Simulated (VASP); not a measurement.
A run of VASP 6.6.1:

File INCAR:

```
PREC = Accurate
ENCUT = 500
EDIFF = 1E-6
ISMEAR = 0
SIGMA = 0.1
LREAL = False
LASPH = True
NELM = 120
ALGO = Normal
ISIF = 2
LWAVE = False
LCHARG = False
GGA = PS
NBANDS = 10
GGA_COMPAT = False
```

File KPOINTS:

```
regular mesh
0
Gamma
  18 18 24
```

File POSCAR:

```
Cl
1.0
    3.5212104119      0.0000000000      0.0000000000
   -1.7606052059      3.0494576688      0.0000000000
    0.0000000000      0.0000000000      2.2895199004
Cl
1
Direct
    0.0000000000      0.0000000000      0.0000000000
```

Potentials or basis: VASP PAW PBE potentials, release 64 (Cl).

Run with:

```bash
$ cat potpaw_PBE.64/Cl/POTCAR > POTCAR
$ mpirun -np 1 vasp_std > vasp.out
```

Hardware: 1 thread of AMD EPYC 7R13 (shared host).

How long does it take, and how much memory?

Run time: 2.7 min on 1 thread of AMD EPYC 7R13, on a shared host, peak memory 0.17 GiB. Counts: scf iterations 11, k points 481.
